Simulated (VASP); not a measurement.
Set up this calculation in VASP 6.6.1, as the native input.

```
Task                   : relaxation of cell and atoms
Functional             : PBE
Dispersion             : D3(BJ)
Potentials or basis    : VASP PAW PBE potentials, release 64 (Li_sv, Se)
Cutoff                 : 600 eV
k mesh                 : 15 × 15 × 12
Occupations            : gaussian, width 0.1 eV
Spin                   : no spin polarisation
Dipole correction      : no
Further INCAR settings : ALGO = Normal; EDIFF = 1e-06; IBRION = 2; EDIFFG = -0.01; NSW = 100; ISIF = 3
```

The structure of LiSe2 lies in POSCAR:

```
LiSe2
1.0
    3.9312188245      0.0000000000      0.0000000000
   -1.9656094123      3.4045353699      0.0000000000
    0.0000000000      0.0000000000      4.1527060102
Li Se
1 2
Direct
    0.0000000000      0.0000000000      0.5000000000
    0.3333333333      0.6666666667      0.7666798761
    0.6666666667      0.3333333333      0.2333201239
```

The input as run:

INCAR

```
PREC = Accurate
ENCUT = 600
EDIFF = 1E-6
ISMEAR = 0
SIGMA = 0.1
LREAL = False
LASPH = True
NELM = 100
ALGO = Normal
ISIF = 3
LWAVE = False
LCHARG = False
GGA = PE
IVDW = 12
IBRION = 2
NSW = 100
EDIFFG = -0.01
```

KPOINTS

```
Automatic mesh
0
Gamma
  15 15 12
```

Potentials or basis: VASP PAW PBE potentials, release 64 (Li_sv, Se).

Command:

```sh
$ cat potpaw_PBE.64/Li_sv/POTCAR potpaw_PBE.64/Se/POTCAR > POTCAR
$ mpirun -np 1 vasp_std > vasp.out
```

It gave:

| Property | Result |
| --- | --- |
| Relaxed volume | 18.57 Å³/atom |
| Relaxed cell | a = 4.025 Å, b = 4.025 Å, c = 3.969 Å, α = 90.00°, β = 90.00°, γ = 120.00° |
| Space group after relaxing (to 0.05 Å) | P-3m1 (No. 164) |
| Energy gained by relaxing | 4.0 meV/atom |
| Ionic steps | 8 |
| Pressure after relaxing | 0.0 GPa |
| Largest force after relaxing | 0.009 eV/Å |
| Dispersion energy per atom | -0.353 eV |

Caveat: the cutoff is under 1.25 times the usual one of these potentials, so pressure, stress and relaxed cells hold a basis-set (Pulay) error; pairwise dispersion overbinds metals, which lowers pressure and volume.

It took 12 min on 1 thread of Intel(R) Xeon(R) Platinum 8259CL CPU @ 2.50GHz (Skylake/Cascade Lake), on a shared host, peak memory 0.37 GiB.
